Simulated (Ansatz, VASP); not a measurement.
## C: VASP beside Ansatz

The input POSCAR:

```
C
1.0
   -2.4291088834      2.4716182889      2.4716182889
    2.4291088834     -2.3865994779      2.3865994779
    2.4291088834      2.3865994779     -2.3865994779
C
8
Direct
    0.3254551632      0.0000000000      0.0000000000
    0.6745448368      0.6745448368      0.6745448368
    0.0000000000      0.3254551632      0.0000000000
    0.0000000000      0.0000000000      0.3254551632
    0.0000000000      0.6745448368      0.0000000000
    0.3254551632      0.3254551632      0.3254551632
    0.6745448368      0.0000000000      0.0000000000
    0.0000000000      0.0000000000      0.6745448368
```

Contents of INCAR.step1:

```
SYSTEM = C
ALGO = Normal
EDIFF = 1E-4
ENCUT = 520
GGA = PE
ISMEAR = 0
LASPH = .TRUE.
LCHARG = .FALSE.
LREAL = .FALSE.
LWAVE = .TRUE.
NBANDS = 26
NELM = 60
PREC = Accurate
SIGMA = 0.05
```

File INCAR.step2:

```
SYSTEM = C
ALGO = Normal
EDIFF = 1E-7
ENCUT = 520
ISIF = 2
ISMEAR = 0
ISTART = 1
LASPH = .TRUE.
LCHARG = .FALSE.
LMIXTAU = .TRUE.
LREAL = .FALSE.
LWAVE = .FALSE.
METAGGA = R2SCAN
NBANDS = 26
NELM = 60
PREC = Accurate
SIGMA = 0.05
```

The input KPOINTS:

```
k-points
0
G
  8 8 8
  0 0 0
```

Input for Ansatz:

```yaml
crystal:
  lattice:
    - [-2.4291088834, 2.4716182889, 2.4716182889]
    - [2.4291088834, -2.3865994779, 2.3865994779]
    - [2.4291088834, 2.3865994779, -2.3865994779]
  atoms:
    - { symbol: C, position: [0.3254551632, 0.0, 0.0] }
    - { symbol: C, position: [0.6745448368, 0.6745448368, 0.6745448368] }
    - { symbol: C, position: [0.0, 0.3254551632, 0.0] }
    - { symbol: C, position: [0.0, 0.0, 0.3254551632] }
    - { symbol: C, position: [0.0, 0.6745448368, 0.0] }
    - { symbol: C, position: [0.3254551632, 0.3254551632, 0.3254551632] }
    - { symbol: C, position: [0.6745448368, 0.0, 0.0] }
    - { symbol: C, position: [0.0, 0.0, 0.6745448368] }
basis:
  ecutwfc: 500
kpoints:
  mp_grid: { grid: [8, 8, 8] }
hamiltonian:
  xc: r2scan
scf:
  occupations: { method: gaussian, width: 0.05 }
output:
  forces: true
  stress: true
  eigenvalues: true
```

Change from the starting cell: strain +0.0350 x Voigt [0, 0, 0, 1, 0, 0], atoms carried along.

Alike in both runs: task single point; functional r2SCAN; k mesh 8 × 8 × 8; occupations gaussian, width 0.05 eV; no spin polarisation.

|  | VASP | Ansatz |
| --- | --- | --- |
| version | VASP 6.6.1 | Ansatz 0.2.0 |
| potentials or method | VASP PAW PBE potentials, release 64 (C), cutoff 520 eV | scalar-relativistic, plane waves, PAW |
| valence electrons in the cell | 32 | 32 |

VASP gave:

* gap on the k mesh at the Fermi level (eV): 2.87
* least direct gap on the mesh (eV): 3.90
* pressure (GPa): 1.0
* traceless stress, the component that is largest in VASP (GPa): -10.58
* rms of the force components (eV/Å): 0.037

Estimate Ansatz's values.

gap on the k mesh at the Fermi level (eV): 2.88; least direct gap on the mesh (eV): 3.94; pressure (GPa): 0.1; traceless stress, the component that is largest in VASP (GPa): -10.60; rms of the force components (eV/Å): 0.026.

VASP's potentials were made for PBE, not for r2SCAN. Atom by atom the forces differ by 0.026 eV/Å (rms over components).
